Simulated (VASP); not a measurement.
A run of VASP 6.6.1 is set up as follows.

File INCAR:

```
PREC = Accurate ; ENCUT = 520
EDIFF = 1E-7 ; ISMEAR = 0
SIGMA = 0.05 ; LREAL = F
LASPH = T ; NELM = 100
ALGO = Normal ; ISIF = 2
LWAVE = F ; LCHARG = F
LDIPOL = T ; IDIPOL = 3
DIPOL = 0.5 0.5 0.391 ; GGA = PE
IVDW = 12 ; NBANDS = 35
```

File KPOINTS:

```
Automatic mesh
0
Gamma
  9 9 1
```

POSCAR

```
WS2
1.0
    3.1595457497      0.0000000000      0.0000000000
   -1.5797728749      2.7362468836      0.0000000000
    0.0000000000      0.0000000000     23.8042575719
S W
4 2
Direct
    0.3333333333      0.6666666667      0.1890418126
    0.3333333333      0.6666666667      0.3214605103
    0.6666666667      1.3333333333      0.4596710800
    0.6666666667      1.3333333333      0.5920897776
    0.6666666667      0.3333333333      0.2552511581
    1.0000000000      1.0000000000      0.5258804254
```

Potentials or basis: VASP PAW PBE potentials, release 64 (S, W_sv).

Launch:

```console
$ cat potpaw_PBE.64/S/POTCAR potpaw_PBE.64/W_sv/POTCAR > POTCAR
$ mpirun -np 1 vasp_std > vasp.out
```

(1) Predict the band gap on the k mesh.

(2) Estimate the largest force.

(3) Predict the dispersion energy per atom.

## Answers

(1) 1.68 eV (least direct gap 1.89 eV).

(2) 0.056 eV/Å.

(3) -0.357 eV.

Caveat: the cell differs from its parent crystal (layers slid over each other); spin-orbit coupling is left out, which moves the levels of the heavy elements.
